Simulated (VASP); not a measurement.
# Os (Fd-3m) in VASP: notebook

The runs below take Os through single point, with revPBE.

All numbers are computed with VASP 6.6.1; they aren't measurements. Logs are shortened: lines on timing, memory, paths and dates and some standing lists are left out, and cuts for length are marked.

## 1. The cell of the first run

The structure is cubic, space group Fd-3m (No. 227). The conventional cell has a = 5.647 Å, b = 5.647 Å, c = 5.647 Å, α = 90.00°, β = 90.00°, γ = 90.00°. Within 3.2 Å of Os (site symmetry -43m) lie 4 Os at 2.45 Å.

This isn't the form of Os at room conditions, which is hcp.

## 2. Single point, revPBE (22.51 Å³/atom)

File INCAR:

```
  ALGO = Normal
  EDIFF = 1E-6
  ENCUT = 560
  GGA = RE
  GGA_COMPAT = False
  ISIF = 2
  ISMEAR = -1
  LASPH = True
  LCHARG = True
  LELF = True
  LREAL = False
  LVHAR = True
  LWAVE = False
  NBANDS = 23
  NELM = 120
  PREC = Accurate
  SIGMA = 0.1
```

File KPOINTS:

```
k-points
0
Gamma
  11 11 11
```

File POSCAR:

```
Os
1.0
    0.0000000000      2.8235184895      2.8235184895
    2.8235184895      0.0000000000      2.8235184895
    2.8235184895      2.8235184895      0.0000000000
Os
2
Direct
    0.1250000000      0.1250000000      0.1250000000
    0.8750000000      0.8750000000      0.8750000000
```

Potentials or basis: VASP PAW PBE potentials, release 64 (Os_sv_GW).

Started as:

```console
cat potpaw_PBE.64/Os_sv_GW/POTCAR > POTCAR
mpirun -np 1 vasp_std > vasp.out
```

OUTCAR:

```text
EDIFF = 1E-6
   ENCUT = 560
   GGA = RE
   ISIF = 2
   ISMEAR = -1
   LASPH = True
   LREAL = False
   NELM = 120
   PREC = Accurate

 ion  position               nearest neighbor table
   1  0.125  0.125  0.125-   2 2.45   2 2.45   2 2.45   2 2.45
   2  0.875  0.875  0.875-   1 2.45   1 2.45   1 2.45   1 2.45

  LATTYP: Found a face centered cubic cell.
 ALAT       =     5.6470369790

  Lattice vectors:

 A1 = (   0.0000000000,   2.8235184895,   2.8235184895)
 A2 = (   2.8235184895,   0.0000000000,   2.8235184895)
 A3 = (   2.8235184895,   2.8235184895,   0.0000000000)

Analysis of symmetry for initial positions (statically):
=====================================================================
 Subroutine PRICEL returns:
 Original cell was already a primitive cell.

 Routine SETGRP: Setting up the symmetry group for a
 face centered cubic supercell.

 Subroutine GETGRP returns: Found 48 space group operations
 (whereof 12 operations were pure point group operations)
 out of a pool of 48 trial point group operations.

The static configuration has the point symmetry D_3d.
 The point group associated with its full space group is O_h .

Analysis of symmetry for dynamics (positions and initial velocities):
=====================================================================
 Subroutine PRICEL returns:
 Original cell was already a primitive cell.

 Routine SETGRP: Setting up the symmetry group for a
 face centered cubic supercell.

 Subroutine GETGRP returns: Found 48 space group operations
 (whereof 12 operations were pure point group operations)
 out of a pool of 48 trial point group operations.

The dynamic configuration has the point symmetry D_3d.
 The point group associated with its full space group is O_h .

 Subroutine INISYM returns: Found 48 space group operations
 (whereof 12 operations are pure point group operations),
 and found     1 'primitive' translations

----------------------------------------------------------------------------------------

                                     Primitive cell

  volume of cell :      45.0196

  direct lattice vectors                    reciprocal lattice vectors
     0.000000000  2.823518490  2.823518490    -0.177084018  0.177084018  0.177084018
     2.823518490  0.000000000  2.823518490     0.177084018 -0.177084018  0.177084018
     2.823518490  2.823518490  0.000000000     0.177084018  0.177084018 -0.177084018

  length of vectors
     3.993058141  3.993058141  3.993058141     0.306718517  0.306718517  0.306718517

  position of ions in fractional coordinates (direct lattice)
     0.125000000  0.125000000  0.125000000
     0.875000000  0.875000000  0.875000000

  ion indices of the primitive-cell ions
   primitive index   ion index
                 1           1
                 2           2

----------------------------------------------------------------------------------------

 KPOINTS: k-points

Automatic generation of k-mesh.
 Grid dimensions read from file:
 generate k-points for:   11   11   11

 Generating k-lattice:

  Cartesian coordinates                     Fractional coordinates (reciprocal lattice)
    -0.016098547  0.016098547  0.016098547     0.090909091  0.000000000  0.000000000
     0.016098547 -0.016098547  0.016098547     0.000000000  0.090909091  0.000000000
     0.016098547  0.016098547 -0.016098547     0.000000000  0.000000000  0.090909091

  Length of vectors
     0.027883502  0.027883502  0.027883502

  Shift w.r.t. Gamma in fractional coordinates (k-lattice)
     0.000000000  0.000000000  0.000000000

 Subroutine IBZKPT returns following result:
 ===========================================

 Found     56 irreducible k-points:

 Following reciprocal coordinates:
            Coordinates               Weight
  0.000000  0.000000  0.000000      1.000000
  0.090909  0.000000  0.000000      8.000000
  0.181818  0.000000  0.000000      8.000000
  0.272727  0.000000  0.000000      8.000000
  0.363636  0.000000  0.000000      8.000000
  0.454545  0.000000  0.000000      8.000000
[... 16 lines left out ...]
 -0.272727  0.181818  0.000000     24.000000
 -0.181818  0.181818  0.000000     12.000000
 [... further k-points ...]
   k-points           NKPTS =     56   k-points in BZ     NKDIM =     56   number of bands    NBANDS=     23
   number of dos      NEDOS =    301   number of ions     NIONS =      2
   total plane-waves  NPLWV =  32768
   dimension x,y,z NGX =    32 NGY =   32 NGZ =   32
   dimension x,y,z NGXF=    64 NGYF=   64 NGZF=   64
   ions per type =               2
   NGX,Y,Z   is equivalent  to a cutoff of  13.32, 13.32, 13.32 a.u.
   NGXF,Y,Z  is equivalent  to a cutoff of  26.65, 26.65, 26.65 a.u.
 SYSTEM =  unknown system
   PREC   = accura    normal or accurate (medium, high low for compatibility)
   ISTART =      0    job   : 0-new  1-cont  2-samecut
   ICHARG =      2    charge: 1-file 2-atom 10-const
   ISPIN  =      1    spin polarized calculation?
   LNONCOLLINEAR =      F non collinear calculations
   LSORBIT =      F    spin-orbit coupling
   LASPH  =      T    aspherical Exc in radial PAW
   ENCUT  =  560.0 eV  41.16 Ry    6.42 a.u.   7.70  7.70  7.70*2*pi/ulx,y,z
   NELM   =    120;   NELMIN=  2; NELMDL= -5     # of ELM steps
   EDIFF  = 0.1E-05   stopping-criterion for ELM
   LREAL  =      F    real-space projection
   EDIFFG = 0.1E-04   stopping-criterion for IOM
   NSW    =      0    number of steps for IOM
   IBRION =     -1    ionic relax: 0-MD 1-quasi-New 2-CG
   NFREE  =      0    steps in history (QN), initial steepest desc. (CG)
   ISIF   =      2    stress and relaxation
   ISYM   =      2    0-nonsym 1-usesym 2-fastsym
   POTIM  = 0.5000    time-step for ionic-motion
   TEBEG  =    0.0;   TEEND  =   0.0 temperature during run
   PSTRESS=    0.0 pullay stress
   NELECT =      32.0000    total number of electrons
   NUPDOWN=      -1.0000    fix difference up-down
   EMIN   =  10.00;   EMAX   =-10.00  energy-range for DOS
   EFERMI =   0.00;   METHOD = LEGACY
   ISMEAR =    -1;   SIGMA  =   0.10  broadening in eV -4-tet -1-fermi 0-gaus
   EFERMI_NEDOS =   21; number of points for ismear=-14 and -15
   IALGO  =     38    algorithm
   IMIX   =      4    mixing-type and parameters
     AMIX     =   0.40;   BMIX     =  1.00
     AMIX_MAG =   1.60;   BMIX_MAG =  1.00
  volume/ion in A,a.u.               =      22.51       151.90
  Fermi-wavevector in a.u.,A,eV,Ry     =   1.461025  2.760936 29.042899  2.134593
  Thomas-Fermi vector in A             =   2.577405
   LORBIT       =      0    0 simple, 1 ext, 2 COOP (PROOUT), +10 PAW based schemes
   GGA     = RE    functional components
   LHFCALC =     F    Hartree Fock is set to
   AEXX    =    0.0000 exact exchange contribution
   IVDW    =     0    specifies the selected vdW correction
   LEPSILON=     F    determine dielectric tensor
   LRPA    =     F    only Hartree local field effects (RPA)
 non-spin polarized calculation
  energy-cutoff  :      560.00
  volume of cell :       45.02
 maximum number of plane-waves:      1375
   NGX = 15   NGY = 15   NGZ = 15

 number of electron      31.9999998 magnetization

 Free energy of the ion-electron system (eV)
  ---------------------------------------------------
  ext. energy  EPLUGINS =         0.00000000
  ---------------------------------------------------
  free energy    TOTEN  =       -21.14356641 eV

  energy without entropy =      -21.08083747  energy(sigma->0) =      -21.11220194

 E-fermi :   6.6809     XC(G=0): -11.2490

 val. band max:        6.6752307813   @ k =   0.4545   0.3636   0.0909
 cond. band min:       6.6893657063   @ k =   0.4545   0.2727   0.0909
 fundamental gap:      0.0141349250
 Fermi energy:         6.6808529201

 k-point     1 :       0.0000    0.0000    0.0000
  band No.  band energies     occupation
      1     -79.5860      2.00000
      2     -79.3517      2.00000
      3     -39.2343      2.00000
      4     -39.2343      2.00000
      5     -39.2343      2.00000
      6     -38.4926      2.00000
[... 15 lines left out ...]
     22      19.1363      0.00000
     23      19.1363      0.00000

 k-point     2 :       0.0909    0.0000    0.0000
  band No.  band energies     occupation
      1     -79.5830      2.00000
      2     -79.3552      2.00000
      3     -39.2408      2.00000
      4     -39.2408      2.00000
      5     -39.2317      2.00000
      6     -38.4959      2.00000
[... 15 lines left out ...]
     22      18.9194      0.00000
     23      18.9938      0.00000

 k-point     3 :       0.1818    0.0000    0.0000
  band No.  band energies     occupation
      1     -79.5730      2.00000
      2     -79.3650      2.00000
      3     -39.2576      2.00000
      4     -39.2576      2.00000
      5     -39.2257      2.00000
      6     -38.5029      2.00000
[... 15 lines left out ...]
     22      18.1562      0.00000
     23      18.1562      0.00000

 k-point     4 :       0.2727    0.0000    0.0000
  band No.  band energies     occupation
      1     -79.5583      2.00000
      2     -79.3800      2.00000
      3     -39.2785      2.00000
      4     -39.2785      2.00000
      5     -39.2186      2.00000
      6     -38.5120      2.00000
[... 15 lines left out ...]
     22      17.1762      0.00000
     23      17.1762      0.00000

 k-point     5 :       0.3636    0.0000    0.0000
  band No.  band energies     occupation
      1     -79.5420      2.00000
      2     -79.3966      2.00000
      3     -39.2971      2.00000
      4     -39.2971      2.00000
      5     -39.2121      2.00000
      6     -38.5201      2.00000
[... 15 lines left out ...]
     22      16.4255      0.00000
     23      16.4321      0.00000

 k-point     6 :       0.4545    0.0000    0.0000
  band No.  band energies     occupation
      1     -79.5303      2.00000
      2     -79.4086      2.00000
      3     -39.3078      2.00000
      4     -39.3078      2.00000
      5     -39.2085      2.00000
      6     -38.5250      2.00000
[... 15 lines left out ...]
     22      16.0237      0.00000
     23      16.3644      0.00000

 k-point     7 :       0.0909    0.0909    0.0000
  band No.  band energies     occupation
      1     -79.5817      2.00000
      2     -79.3562      2.00000
      3     -39.2484      2.00000
      4     -39.2484      2.00000
      5     -39.2190      2.00000
      6     -38.5089      2.00000
[... 353 lines left out ...]
     22      14.2326      0.00000
     23      16.9096      0.00000

 k-point    21 :      -0.4545    0.1818    0.0000
  band No.  band energies     occupation
      1     -79.5163      2.00000
      2     -79.4228      2.00000
      3     -39.3684      2.00000
      4     -39.3306      2.00000
      5     -39.0991      2.00000
      6     -38.6340      2.00000
[... 15 lines left out ...]
     22      14.4351      0.00000
     23      17.0151      0.00000

 k-point    22 :      -0.3636    0.1818    0.0000
  band No.  band energies     occupation
      1     -79.5214      2.00000
      2     -79.4172      2.00000
      3     -39.3680      2.00000
      4     -39.3182      2.00000
      5     -39.1116      2.00000
      6     -38.6203      2.00000
[... 15 lines left out ...]
     22      15.1189      0.00000
     23      17.1199      0.00000

 k-point    23 :      -0.2727    0.1818    0.0000
  band No.  band energies     occupation
      1     -79.5363      2.00000
      2     -79.4021      2.00000
      3     -39.3529      2.00000
      4     -39.2987      2.00000
      5     -39.1391      2.00000
      6     -38.5921      2.00000
[... 15 lines left out ...]
     22      16.1875      0.00000
     23      17.2106      0.00000

 k-point    24 :      -0.1818    0.1818    0.0000
  band No.  band energies     occupation
      1     -79.5525      2.00000
      2     -79.3857      2.00000
      3     -39.3247      2.00000
      4     -39.2780      2.00000
      5     -39.1731      2.00000
      6     -38.5572      2.00000
[... 15 lines left out ...]
     22      17.2496      0.00000
     23      17.4345      0.00000

 [... further k-points ...]

------------------------ aborting loop because EDIFF is reached ----------------------------------------

  FORCE on cell =-STRESS in cart. coord.  units (eV):
  Direction    XX          YY          ZZ          XY          YZ          ZX
  --------------------------------------------------------------------------------------
  -------------------------------------------------------------------------------------
  Total       -2.2086780     -2.2086780     -2.2086780      0.0000000     -0.0000000     -0.0000000
  in kB      -78.6033541    -78.6033541    -78.6033541      0.0000000     -0.0000000     -0.0000000
  external PRESSURE =     -78.6033541 kB  Pullay stress =       0.0000000 kB

 VOLUME and BASIS-vectors are now :
 -----------------------------------------------------------------------------
  energy-cutoff  :      560.00
  volume of cell :       45.02
      direct lattice vectors                 reciprocal lattice vectors
     0.000000000  2.823518490  2.823518490    -0.177084018  0.177084018  0.177084018
     2.823518490  0.000000000  2.823518490     0.177084018 -0.177084018  0.177084018
     2.823518490  2.823518490  0.000000000     0.177084018  0.177084018 -0.177084018

 POSITION                                       TOTAL-FORCE (eV/Angst)
 -----------------------------------------------------------------------------------
      0.70588      0.70588      0.70588        -0.000000     -0.000000     -0.000000
      4.94116      4.94116      4.94116         0.000000      0.000000      0.000000
 -----------------------------------------------------------------------------------
    total drift:                                0.000000      0.000000     -0.000000

  FREE ENERGIE OF THE ION-ELECTRON SYSTEM (eV)
  ---------------------------------------------------
  free  energy   TOTEN  =       -21.1435664108 eV

  energy  without entropy=      -21.0808374687  energy(sigma->0) =      -21.11220194
```

It took 31 s on 1 thread of AMD EPYC 9R45 (Zen 5), shared host; peak memory 0.18 GiB.

Results:

| Quantity | Value |
| --- | --- |
| Free energy | -21.1436 eV |
| Pressure | -7.9 GPa |
| Band gap on the k mesh | zero (bands 16 and 17 overlap by 0.93 eV) |

Levels at points of the mesh, in eV from the Fermi level:
| k point | band 12 | band 13 | band 14 | band 15 | band 16 | band 17 | band 18 | band 19 | band 20 | band 21 |
| --- | --- | --- | --- | --- | --- | --- | --- | --- | --- | --- |
| (0.00, 0.00, 0.00) | -3.38 | -3.38 | -3.38 | -0.51 | -0.51 | -0.51 | 2.32 | 2.32 | 10.86 | 10.99 |

Caveat: the cell stands under tension; the PAW data sets were made with another functional, which shifts forces and pressure a little; spin-orbit coupling is left out, which moves the levels of the heavy elements.

## 3. Single point, revPBE (21.64 Å³/atom)

This run uses another cell than the first one, of 21.64 Å³/atom.

File INCAR:

```
PREC = Accurate
ENCUT = 560
EDIFF = 1E-6
ISMEAR = -1
SIGMA = 0.1
LREAL = False
LASPH = True
NELM = 120
ALGO = Normal
ISIF = 2
LWAVE = False
LCHARG = True
GGA = RE
LELF = True
LVHAR = True
NBANDS = 23
GGA_COMPAT = False
```

File KPOINTS:

```
regular mesh
0
Gamma
  11 11 11
```

File POSCAR:

```
Os
1.0
    0.0000000000      2.7868452673      2.7868452673
    2.7868452673      0.0000000000      2.7868452673
    2.7868452673      2.7868452673      0.0000000000
Os
2
Direct
    0.1250000000      0.1250000000      0.1250000000
    0.8750000000      0.8750000000      0.8750000000
```

Potentials or basis: VASP PAW PBE potentials, release 64 (Os_sv_GW).

Started as:

```console
cat potpaw_PBE.64/Os_sv_GW/POTCAR > POTCAR
mpirun -np 1 vasp_std > vasp.out
```

It took 42 s on 1 thread of AMD EPYC 7R13 (Zen 3), shared host; peak memory 0.18 GiB.

It converged, with:

```yaml
Free_energy: -21.1789 eV
Pressure: -0.7 GPa
Band_gap_on_the_k_mesh: zero (bands 16 and 17 overlap by 0.98 eV)
```

Levels at points of the mesh, in eV from the Fermi level:
```
           k point  band 12  band 13  band 14  band 15  band 16  band 17  band 18  band 19  band 20  band 21
(0.00, 0.00, 0.00)    -3.51    -3.51    -3.51    -0.53    -0.53    -0.53     2.48     2.48    11.06    11.15
```

Caveat: the PAW data sets were made with another functional, which shifts forces and pressure a little; spin-orbit coupling is left out, which moves the levels of the heavy elements.
